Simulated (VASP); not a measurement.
# SnO (P6_3/mmc) in VASP: a series of runs

SnO is run at these levels: PBE; tasks: relaxation of cell and atoms, single point.

All numbers are computed with VASP 6.6.1; they aren't measurements. Logs are shortened: lines on timing, memory, paths and dates and some standing lists are left out, and cuts for length are marked.

**1. The cell of the first run**

The structure is hexagonal, space group P6_3/mmc (No. 194). The conventional cell has a = 3.411 Å, b = 3.411 Å, c = 6.402 Å, α = 90.00°, β = 90.00°, γ = 120.00°. Sn (site symmetry -6m2) has 6 O at 2.54 Å within 3.3 Å. O (site symmetry -3m) has 6 Sn at 2.54 Å and 2 O at 3.20 Å within 3.3 Å.

**2. Relaxation of cell and atoms, PBE**

Contents of INCAR:

```
PREC = Accurate ; ENCUT = 600
EDIFF = 1E-6 ; ISMEAR = 0
SIGMA = 0.1 ; LREAL = F
LASPH = T ; NELM = 100
ALGO = Normal ; ISIF = 3
LWAVE = F ; LCHARG = F
GGA = PE ; IBRION = 2
NSW = 100 ; EDIFFG = -0.01
```

Contents of KPOINTS:

```
regular mesh
0
Gamma
  18 18 8
```

Contents of POSCAR:

```
SnO
1.0
    3.4110469846      0.0000000000      0.0000000000
   -1.7055234923      2.9540533421      0.0000000000
    0.0000000000      0.0000000000      6.4019607317
Sn O
2 2
Direct
    0.3333333333      0.6666666667      0.2500000000
    0.6666666667      0.3333333333      0.7500000000
    0.0000000000      0.0000000000      0.0000000000
    0.0000000000      0.0000000000      0.5000000000
```

Potentials or basis: VASP PAW PBE potentials, release 64 (Sn_d, O).

Command:

```
$ cat potpaw_PBE.64/Sn_d/POTCAR potpaw_PBE.64/O/POTCAR > POTCAR
$ mpirun -np 1 vasp_std > vasp.out
```

OUTCAR:

```text
PREC = Accurate
   ENCUT = 600
   EDIFF = 1E-6
   ISMEAR = 0
   LREAL = F
   LASPH = T
   NELM = 100
   ISIF = 3
   GGA = PE
   IBRION = 2
   NSW = 100
   EDIFFG = -0.01

 ion  position               nearest neighbor table
   1  0.333  0.667  0.250-   3 2.54   4 2.54   3 2.54   4 2.54   3 2.54   4 2.54   2 3.76   2 3.76
                             2 3.76   2 3.76   2 3.76   2 3.76
   2  0.667  0.333  0.750-   3 2.54   4 2.54   3 2.54   4 2.54   3 2.54   4 2.54   1 3.76   1 3.76
                             1 3.76   1 3.76   1 3.76   1 3.76
   3  0.000  0.000  0.000-   1 2.54   2 2.54   1 2.54   2 2.54   2 2.54   1 2.54
   4  0.000  0.000  0.500-   1 2.54   2 2.54   1 2.54   2 2.54   2 2.54   1 2.54

  LATTYP: Found a hexagonal cell.
 ALAT       =     3.4110469846
 C/A-ratio  =     1.8768315888

  Lattice vectors:

 A1 = (   3.4110469846,   0.0000000000,   0.0000000000)
 A2 = (  -1.7055234923,   2.9540533421,   0.0000000000)
 A3 = (   0.0000000000,   0.0000000000,   6.4019607317)

Analysis of symmetry for initial positions (statically):
=====================================================================
 Subroutine PRICEL returns:
 Original cell was already a primitive cell.

 Routine SETGRP: Setting up the symmetry group for a
 hexagonal supercell.

 Subroutine GETGRP returns: Found 24 space group operations
 (whereof 12 operations were pure point group operations)
 out of a pool of 24 trial point group operations.

The static configuration has the point symmetry D_3d.
 The point group associated with its full space group is D_6h.

Analysis of symmetry for dynamics (positions and initial velocities):
=====================================================================
 Subroutine PRICEL returns:
 Original cell was already a primitive cell.

 Routine SETGRP: Setting up the symmetry group for a
 hexagonal supercell.

 Subroutine GETGRP returns: Found 24 space group operations
 (whereof 12 operations were pure point group operations)
 out of a pool of 24 trial point group operations.

The dynamic configuration has the point symmetry D_3d.
 The point group associated with its full space group is D_6h.

 Subroutine INISYM returns: Found 24 space group operations
 (whereof 12 operations are pure point group operations),
 and found     1 'primitive' translations

----------------------------------------------------------------------------------------

                                     Primitive cell

  volume of cell :      64.5088

  direct lattice vectors                    reciprocal lattice vectors
     3.411046985  0.000000000  0.000000000     0.293165120  0.169258961  0.000000000
    -1.705523492  2.954053342  0.000000000     0.000000000  0.338517922  0.000000000
     0.000000000  0.000000000  6.401960732     0.000000000  0.000000000  0.156202145

  length of vectors
     3.411046985  3.411046985  6.401960732     0.338517922  0.338517922  0.156202145

  position of ions in fractional coordinates (direct lattice)
     0.333333333  0.666666667  0.250000000
     0.666666667  0.333333333  0.750000000
     0.000000000  0.000000000  0.000000000
     0.000000000  0.000000000  0.500000000

  ion indices of the primitive-cell ions
   primitive index   ion index
                 1           1
                 2           2
                 3           3
                 4           4

----------------------------------------------------------------------------------------

 KPOINTS: regular mesh

Automatic generation of k-mesh.
 Grid dimensions read from file:
 generate k-points for:   18   18    8

 Generating k-lattice:

  Cartesian coordinates                     Fractional coordinates (reciprocal lattice)
     0.016286951  0.009403276  0.000000000     0.055555556  0.000000000  0.000000000
     0.000000000  0.018806551  0.000000000     0.000000000  0.055555556  0.000000000
     0.000000000  0.000000000  0.019525268     0.000000000  0.000000000  0.125000000

  Length of vectors
     0.018806551  0.018806551  0.019525268

  Shift w.r.t. Gamma in fractional coordinates (k-lattice)
     0.000000000  0.000000000  0.000000000

 Subroutine IBZKPT returns following result:
 ===========================================

 Found    185 irreducible k-points:

 Following reciprocal coordinates:
            Coordinates               Weight
  0.000000  0.000000  0.000000      1.000000
  0.055556  0.000000  0.000000      6.000000
  0.111111  0.000000  0.000000      6.000000
  0.166667 -0.000000  0.000000      6.000000
  0.222222 -0.000000  0.000000      6.000000
  0.277778  0.000000  0.000000      6.000000
[... 16 lines left out ...]
  0.333333  0.111111  0.000000     12.000000
  0.388889  0.111111  0.000000     12.000000
 [... further k-points ...]
   k-points           NKPTS =    185   k-points in BZ     NKDIM =    185   number of bands    NBANDS=     24
   number of dos      NEDOS =    301   number of ions     NIONS =      4
   total plane-waves  NPLWV =  42336
   dimension x,y,z NGX =    28 NGY =   28 NGZ =   54
   dimension x,y,z NGXF=    56 NGYF=   56 NGZF=  108
   ions per type =               2   2
   NGX,Y,Z   is equivalent  to a cutoff of  13.65, 13.65, 14.02 a.u.
   NGXF,Y,Z  is equivalent  to a cutoff of  27.29, 27.29, 28.05 a.u.
 SYSTEM =  unknown system
   PREC   = accura    normal or accurate (medium, high low for compatibility)
   ISTART =      0    job   : 0-new  1-cont  2-samecut
   ICHARG =      2    charge: 1-file 2-atom 10-const
   ISPIN  =      1    spin polarized calculation?
   LNONCOLLINEAR =      F non collinear calculations
   LSORBIT =      F    spin-orbit coupling
   LASPH  =      T    aspherical Exc in radial PAW
   ENCUT  =  600.0 eV  44.10 Ry    6.64 a.u.   6.81  6.81 12.79*2*pi/ulx,y,z
   NELM   =    100;   NELMIN=  2; NELMDL= -5     # of ELM steps
   EDIFF  = 0.1E-05   stopping-criterion for ELM
   LREAL  =      F    real-space projection
   EDIFFG = -.1E-01   stopping-criterion for IOM
   NSW    =    100    number of steps for IOM
   IBRION =      2    ionic relax: 0-MD 1-quasi-New 2-CG
   NFREE  =      1    steps in history (QN), initial steepest desc. (CG)
   ISIF   =      3    stress and relaxation
   ISYM   =      2    0-nonsym 1-usesym 2-fastsym
   POTIM  = 0.5000    time-step for ionic-motion
   TEBEG  =    0.0;   TEEND  =   0.0 temperature during run
   PSTRESS=    0.0 pullay stress
   NELECT =      40.0000    total number of electrons
   NUPDOWN=      -1.0000    fix difference up-down
   EMIN   =  10.00;   EMAX   =-10.00  energy-range for DOS
   EFERMI =   0.00;   METHOD = LEGACY
   ISMEAR =     0;   SIGMA  =   0.10  broadening in eV -4-tet -1-fermi 0-gaus
   EFERMI_NEDOS =   21; number of points for ismear=-14 and -15
   IALGO  =     38    algorithm
   IMIX   =      4    mixing-type and parameters
     AMIX     =   0.40;   BMIX     =  1.00
     AMIX_MAG =   1.60;   BMIX_MAG =  1.00
  volume/ion in A,a.u.               =      16.13       108.83
  Fermi-wavevector in a.u.,A,eV,Ry     =   1.396010  2.638076 26.515625  1.948843
  Thomas-Fermi vector in A             =   2.519406
   LORBIT       =      0    0 simple, 1 ext, 2 COOP (PROOUT), +10 PAW based schemes
   GGA     = PE    functional components
   LHFCALC =     F    Hartree Fock is set to
   AEXX    =    0.0000 exact exchange contribution
   IVDW    =     0    specifies the selected vdW correction
   LEPSILON=     F    determine dielectric tensor
   LRPA    =     F    only Hartree local field effects (RPA)
 conjugate gradient relaxation of ions
 non-spin polarized calculation
 Gauss-broadening in eV      SIGMA  =   0.10
  energy-cutoff  :      600.00
  volume of cell :       64.51
 maximum number of plane-waves:      2185
 NGX is ok and might be reduce to    28
   NGX = 13   NGY = 13   NGZ = 25

--------------------------------------- Ionic step        1  -------------------------------------------

 number of electron      40.0000010 magnetization

 Free energy of the ion-electron system (eV)
  ---------------------------------------------------
  ext. energy  EPLUGINS =         0.00000000
  ---------------------------------------------------
  free energy    TOTEN  =       -20.80196187 eV

  energy without entropy =      -20.80045865  energy(sigma->0) =      -20.80121026

------------------------ aborting loop because EDIFF is reached ----------------------------------------

  FORCE on cell =-STRESS in cart. coord.  units (eV):
  Direction    XX          YY          ZZ          XY          YZ          ZX
  --------------------------------------------------------------------------------------
  -------------------------------------------------------------------------------------
  Total        0.1372848      0.1372848     -0.0555317      0.0000000     -0.0000000      0.0000000
  in kB        3.4096824      3.4096824     -1.3792158      0.0000000     -0.0000000      0.0000000
  external PRESSURE =       1.8133830 kB  Pullay stress =       0.0000000 kB

 VOLUME and BASIS-vectors are now :
 -----------------------------------------------------------------------------
  energy-cutoff  :      600.00
  volume of cell :       64.51
      direct lattice vectors                 reciprocal lattice vectors
     3.411046985  0.000000000  0.000000000     0.293165120  0.169258961  0.000000000
    -1.705523492  2.954053342  0.000000000     0.000000000  0.338517922  0.000000000
     0.000000000  0.000000000  6.401960732     0.000000000  0.000000000  0.156202145
[... 153 lines left out ...]
 POSITION                                       TOTAL-FORCE (eV/Angst)
 -----------------------------------------------------------------------------------
     -0.00000      1.97578      1.59838        -0.000000     -0.000000     -0.000000
      1.71108      0.98789      4.79515         0.000000     -0.000000      0.000000
      0.00000      0.00000     -0.00000        -0.000000      0.000000     -0.000000
     -0.00000     -0.00000      3.19676        -0.000000      0.000000     -0.000000
 -----------------------------------------------------------------------------------
    total drift:                               -0.000000      0.000000      0.000000

  FREE ENERGIE OF THE ION-ELECTRON SYSTEM (eV)
  ---------------------------------------------------
  free  energy   TOTEN  =       -20.8024646717 eV

  energy  without entropy=      -20.8009424069  energy(sigma->0) =      -20.80170354

--------------------------------------- Ionic step        6  -------------------------------------------

 number of electron      40.0000007 magnetization

 Free energy of the ion-electron system (eV)
  ---------------------------------------------------
  ext. energy  EPLUGINS =         0.00000000
  ---------------------------------------------------
  free energy    TOTEN  =       -20.80257915 eV

  energy without entropy =      -20.80105529  energy(sigma->0) =      -20.80181722

 E-fermi :   7.8368     XC(G=0): -10.9024

 val. band max:        7.8261791725   @ k =   0.5000   0.0000   0.2500
 cond. band min:       7.8496643902   @ k =   0.1111   0.0000   0.0000
 fundamental gap:      0.0234852176
 Fermi energy:         7.8367772012

 k-point     1 :       0.0000    0.0000    0.0000
  band No.  band energies     occupation
      1     -13.7373      2.00000
      2     -13.7296      2.00000
      3     -13.7296      2.00000
      4     -13.7204      2.00000
      5     -13.7204      2.00000
      6     -13.7183      2.00000
[... 16 lines left out ...]
     23      13.5725      0.00000
     24      15.2339      0.00000
[... 598 lines left out ...]
      2     -13.7993      2.00000
      3     -13.7436      2.00000
      4     -13.6815      2.00000
      5     -13.6723      2.00000
      6     -13.6509      2.00000
[... 16 lines left out ...]
     23      11.6553      0.00000
     24      12.6995      0.00000

 [... further k-points ...]

------------------------ aborting loop because EDIFF is reached ----------------------------------------

  FORCE on cell =-STRESS in cart. coord.  units (eV):
  Direction    XX          YY          ZZ          XY          YZ          ZX
  --------------------------------------------------------------------------------------
  -------------------------------------------------------------------------------------
  Total        0.0019386      0.0019386      0.0233188      0.0000000      0.0000000      0.0000000
  in kB        0.0479569      0.0479569      0.5768571      0.0000000      0.0000000      0.0000000
  external PRESSURE =       0.2242569 kB  Pullay stress =       0.0000000 kB

 VOLUME and BASIS-vectors are now :
 -----------------------------------------------------------------------------
  energy-cutoff  :      600.00
  volume of cell :       64.77
      direct lattice vectors                 reciprocal lattice vectors
     3.424152817  0.000000000 -0.000000000     0.292043041  0.168611128  0.000000000
    -1.712076408  2.965403326 -0.000000000    -0.000000000  0.337222256  0.000000000
    -0.000000000 -0.000000000  6.378395170    -0.000000000  0.000000000  0.156779248

 POSITION                                       TOTAL-FORCE (eV/Angst)
 -----------------------------------------------------------------------------------
     -0.00000      1.97694      1.59460        -0.000000     -0.000000     -0.000000
      1.71208      0.98847      4.78380         0.000000     -0.000000     -0.000000
     -0.00000     -0.00000      6.37840        -0.000000      0.000000      0.000000
     -0.00000     -0.00000      3.18920        -0.000000      0.000000      0.000000
 -----------------------------------------------------------------------------------
    total drift:                               -0.000000      0.000000      0.000000

  FREE ENERGIE OF THE ION-ELECTRON SYSTEM (eV)
  ---------------------------------------------------
  free  energy   TOTEN  =       -20.8025791486 eV

  energy  without entropy=      -20.8010552867  energy(sigma->0) =      -20.80181722

 reached required accuracy - stopping structural energy minimisation
```

Wall time 9.7 min (1 thread of Intel Xeon 6975P-C (Granite Rapids), shared host); peak memory 0.43 GiB.

What came out:

| Item | Value |
| --- | --- |
| Free energy | -20.8026 eV |
| Relaxed volume | 16.19 Å³/atom |
| Relaxed cell | a = 3.424 Å, b = 3.424 Å, c = 6.378 Å, α = 90.00°, β = 90.00°, γ = 120.00° |
| Space group after relaxing (to 0.05 Å) | P6_3/mmc (No. 194) |
| Energy gained by relaxing | 0.2 meV/atom |
| Ionic steps | 6 |
| Pressure after relaxing | 0.0 GPa |
| Band gap on the k mesh | zero (band 20 reaches 8.04 eV, above the bottom of band 21 at 7.82 eV) |

The path:
| step | energy change (eV) | largest force (eV/Å) | pressure (GPa) | volume (Å³) |
| --- | --- | --- | --- | --- |
| 1 | 0.0000 | 0.0000 | 0.18 | 64.51 |
| 2 | -0.0004 | 0.0000 | 0.00 | 64.68 |
| 3 | -0.0005 | 0.0000 | -0.09 | 64.78 |
| 4 | -0.0004 | 0.0000 | -0.31 | 64.98 |
| 5 | -0.0005 | 0.0000 | -0.16 | 64.84 |
| 6 | -0.0006 | 0.0000 | 0.02 | 64.77 |

Final structure:
```yaml
crystal:
  lattice:
    - [3.42415, 0.00000, 0.00000]
    - [-1.71208, 2.96540, 0.00000]
    - [0.00000, 0.00000, 6.37840]
  atoms:
    - { symbol: Sn, position: [0.33333, 0.66667, 0.25000] }
    - { symbol: Sn, position: [0.66667, 0.33333, 0.75000] }
    - { symbol: O, position: [0.00000, 0.00000, 0.00000] }
    - { symbol: O, position: [0.00000, 0.00000, 0.50000] }
```

Caveat: spin-orbit coupling is left out, which moves the levels of the heavy elements.

(Continued in part 2 of 2.)
